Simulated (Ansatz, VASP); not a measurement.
Two plane-wave programs on B2SbP3

INCAR

```
SYSTEM = B2SbP3
ALGO = Normal ; EDIFF = 1E-7
EDIFFG = -0.04 ; ENCUT = 600
GGA = PE ; IBRION = 2
ISIF = 3 ; ISMEAR = 0
LASPH = .True. ; LCHARG = .False.
LREAL = .False. ; LWAVE = .False.
NELM = 60 ; NSW = 90
PREC = Accurate ; SIGMA = 0.1
```

The input KPOINTS:

```
k-points
0
Gamma
  6 6 6
  0 0 0
```

POSCAR

```
B2SbP3
1.0
    2.7296704600      1.5759759700      3.8530043800
   -2.7296704600      1.5759759700      3.8530043800
    0.0000000000     -3.1519519500      3.8530043800
B Sb P
2 1 3
Direct
    0.6289687200      0.6289687200      0.6289687200
    0.3710312800      0.3710312800      0.3710312800
    0.0000000000      0.0000000000      0.0000000000
    0.0000000000      0.0000000000      0.5000000000
    0.5000000000      0.0000000000      0.0000000000
    0.0000000000      0.5000000000      0.0000000000
```

Input for Ansatz:

```yaml
crystal:
  lattice:
    - [2.72967046, 1.57597597, 3.85300438]
    - [-2.72967046, 1.57597597, 3.85300438]
    - [0.0, -3.15195195, 3.85300438]
  atoms:
    - { symbol: B, position: [0.62896872, 0.62896872, 0.62896872] }
    - { symbol: B, position: [0.37103128, 0.37103128, 0.37103128] }
    - { symbol: Sb, position: [0.0, 0.0, 0.0] }
    - { symbol: P, position: [0.0, 0.0, 0.5] }
    - { symbol: P, position: [0.5, 0.0, 0.0] }
    - { symbol: P, position: [0.0, 0.5, 0.0] }
basis:
  ecutwfc: 420
kpoints:
  mp_grid: { grid: [6, 6, 6] }
hamiltonian:
  xc: pbe
scf:
  occupations: { method: gaussian, width: 0.1 }
  lower_state_search: "off"
output:
  forces: true
  stress: true
  eigenvalues: true
relax:
  adjacent_minimum: "off"
  f_tol: 0.04
  max_steps: 70
  cell: { stress_tol: 0.4 }
```

Change from the starting cell: species swapped into the Pr2GeRh3 type (R-3m, No. 166).

Alike in both runs: task relaxation of cell and atoms; functional PBE; k mesh 6 × 6 × 6; occupations gaussian, width 0.1 eV; no spin polarisation.

|  | VASP | Ansatz |
| --- | --- | --- |
| version | VASP 6.6.1 | Ansatz 0.2.0 |
| potentials or method | VASP PAW PBE potentials, release 64 (B, Sb, P), cutoff 600 eV | scalar-relativistic, plane waves, PAW |
| valence electrons in the cell | 26 | 36 |

|  | VASP | Ansatz | Ansatz less VASP |
| --- | --- | --- | --- |
| gap on the k mesh at the Fermi level, each at its own relaxed structure (eV) | none | none | - |
| relaxed volume (Å³/atom) | 17.29 | 17.69 | +0.398 |
| relaxed length of the cell vector where the two differ most in proportion (Å) | 6.603 | 6.082 | -0.5215 |

A gap of «none» marks a metal or a gap that the smearing closes. One of these differences is far larger than is usual between the two programs; its cause wasn't traced. VASP's potentials hold 26 valence electrons a cell and Ansatz's 36, so a difference there can come from the potentials and not from the codes.

Spin-orbit coupling is off throughout.
